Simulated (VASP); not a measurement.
Ta2AlN2:

```xyz
5
Lattice="4.2158 0.0000 0.0000 0.0000 4.2158 0.0000 0.0000 0.0000 4.4389" Properties=species:S:1:pos:R:3 pbc="T T T"
Ta    0.0000    2.1079    3.8348
Ta    2.1079    0.0000    0.6040
Al    0.0000    0.0000    2.2194
N     0.0000    0.0000    0.8130
N     0.0000    0.0000    3.6259
```

| Item | Value |
| --- | --- |
| Program | VASP 6.6.1 |
| Task | relaxation of cell and atoms |
| Functional | PBE |
| Potentials or basis | VASP PAW PBE potentials, release 64 (Ta_pv, Al, N) |
| Cutoff | 600 eV |
| k mesh | 4 × 4 × 4 |
| Occupations | gaussian, width 0.1 eV |
| Spin | no spin polarisation |

At the start: pressure 39.0 GPa; volume 15.78 Å³/atom.

Problem. Where does the relaxation end?

Solution. Over 35 steps the energy falls by 2362.7 meV/atom and the volume is 17.36 Å³/atom (+10.0 %); space group P-4m2 (No. 115, to 0.05 Å).

The path:
| step | energy change (eV) | largest force (eV/Å) | pressure (GPa) | volume (Å³) |
| --- | --- | --- | --- | --- |
| 1 | 0.0000 | 22.6773 | 39.04 | 78.89 |
| 2 | 5.7531 | 77.3666 | 26.90 | 118.81 |
| 3 | 1700.7956 | 5414.3546 | 504.29 | 195.09 |
| 4 | 554.9331 | 113.0932 | 96.52 | 199.03 |
| 5 | -352.7584 | 117.9927 | 12302.20 | 202.36 |
| 6 | 165.7634 | 15.7125 | -120.57 | 212.31 |
| 7 | 157.6951 | 14.2555 | -119.36 | 211.52 |
| 8 | 109.5511 | 6.6747 | -106.97 | 204.76 |
| 9 | 87.9739 | 4.0027 | -97.21 | 200.30 |
| 10 | 77.8435 | 2.9307 | -91.17 | 197.79 |
| 11 | 72.9748 | 2.4930 | -88.07 | 196.46 |
| 12 | -0.8123 | 12.9766 | 10.34 | 93.44 |
| 13 | -0.8121 | 12.8418 | 10.06 | 93.56 |
| 14 | -3.7161 | 7.8918 | -1.34 | 95.17 |
| 15 | -7.4378 | 2.3385 | -15.54 | 98.91 |
| 16 | -9.8864 | 1.5706 | -18.89 | 105.79 |
| 17 | 80.8038 | 543.2554 | 145.71 | 116.60 |
| 18 | -9.2518 | 2.3747 | -21.18 | 106.01 |
| 19 | -8.5648 | 2.6898 | -16.28 | 111.84 |
| 20 | -9.8115 | 1.3301 | -20.97 | 108.01 |
| 21 | -11.3102 | 2.6389 | 0.90 | 89.31 |
| 22 | -11.3434 | 1.9897 | -3.10 | 91.45 |
| 23 | -11.6086 | 1.4464 | -1.99 | 89.18 |
| 24 | -11.7892 | 0.2600 | 2.66 | 85.08 |
| 25 | -11.7969 | 0.2510 | 1.29 | 85.99 |
| 26 | -11.7983 | 0.1657 | 1.64 | 85.74 |
| 27 | -11.8039 | 0.1500 | -0.77 | 86.98 |
| 28 | -11.8049 | 0.1551 | -0.12 | 86.63 |
| 29 | -11.8066 | 0.1573 | -0.09 | 86.64 |
| 30 | -11.8098 | 0.0988 | -0.01 | 86.68 |
| 31 | -11.8112 | 0.0843 | 0.03 | 86.68 |
| 32 | -11.8127 | 0.1202 | 0.08 | 86.69 |
| 33 | -11.8128 | 0.1340 | 0.10 | 86.70 |
| 34 | -11.8135 | 0.0508 | -0.07 | 86.77 |
| 35 | -11.8136 | 0.0161 | -0.17 | 86.81 |

Final structure:
```cif
data_structure
_symmetry_space_group_name_H-M 'P 1'
_symmetry_Int_Tables_number 1
_cell_length_a 3.7736
_cell_length_b 3.7736
_cell_length_c 6.0960
_cell_angle_alpha 90.000
_cell_angle_beta 90.000
_cell_angle_gamma 90.000
_cell_volume 86.81
loop_
_atom_site_label
_atom_site_type_symbol
_atom_site_fract_x
_atom_site_fract_y
_atom_site_fract_z
_atom_site_occupancy
Ta1 Ta 0.00000 0.50000 0.90632 1
Ta2 Ta 0.50000 0.00000 0.09368 1
Al1 Al 0.00000 0.00000 0.50000 1
N1 N 0.00000 0.00000 0.19566 1
N2 N 0.00000 0.00000 0.80434 1
```

Caveat: the k points lie up to 0.42 Å⁻¹ apart in the final cell.
